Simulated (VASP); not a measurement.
Set up this calculation in VASP 6.6.1, as the native input.

```yaml
Task: single point
Functional: PBE
Potentials_or_basis: VASP PAW PBE potentials, release 64 (Al)
Cutoff: 520 eV
k_mesh: 20 × 20 × 12
Occupations: gaussian, width 0.15 eV
Spin: no spin polarisation
Dipole_correction: no
Further_INCAR_settings: ALGO = Fast; EDIFF = 1e-07; NBANDS = 10
```

The structure of Al lies in POSCAR:

```
Al
1.0
   -1.5959973539      1.5959973539      1.6175102401
    1.5959973539     -1.5959973539      1.6175102401
    3.1919947077      3.1919947077      0.0000000000
Al
2
Direct
    0.0586228248     -0.0586228248      0.0000000000
    0.4413771752      0.5586228248      0.5000000000
```

This cell differs from its parent crystal: atoms displaced along a vibrational mode, the cell strained.

The input as run:

INCAR

```
SYSTEM = Al
ALGO = Fast
EDIFF = 1E-7
ENCUT = 520
GGA = PE
ISIF = 2
ISMEAR = 0
LASPH = .TRUE.
LCHARG = .FALSE.
LREAL = .FALSE.
LWAVE = .FALSE.
NBANDS = 10
NELM = 100
PREC = Accurate
SIGMA = 0.15
```

KPOINTS

```
k-points
0
G
  20 20 12
  0 0 0
```

Potentials or basis: VASP PAW PBE potentials, release 64 (Al).

The run is started by

```console
$ cat potpaw_PBE.64/Al/POTCAR > POTCAR
$ mpirun -np 1 vasp_std > vasp.out
```

Results of the run:

```
Pressure               : 2.1 GPa
Largest force          : 0.052 eV/Å
Band gap on the k mesh : zero (bands 3 and 4 overlap by 9.07 eV)
```

Caveat: the cell differs from its parent crystal (atoms displaced along a vibrational mode, the cell strained).

Run time: 3 min on 1 thread of Intel(R) Xeon(R) Platinum 8488C (Sapphire Rapids) (shared host), peak memory 0.31 GiB.
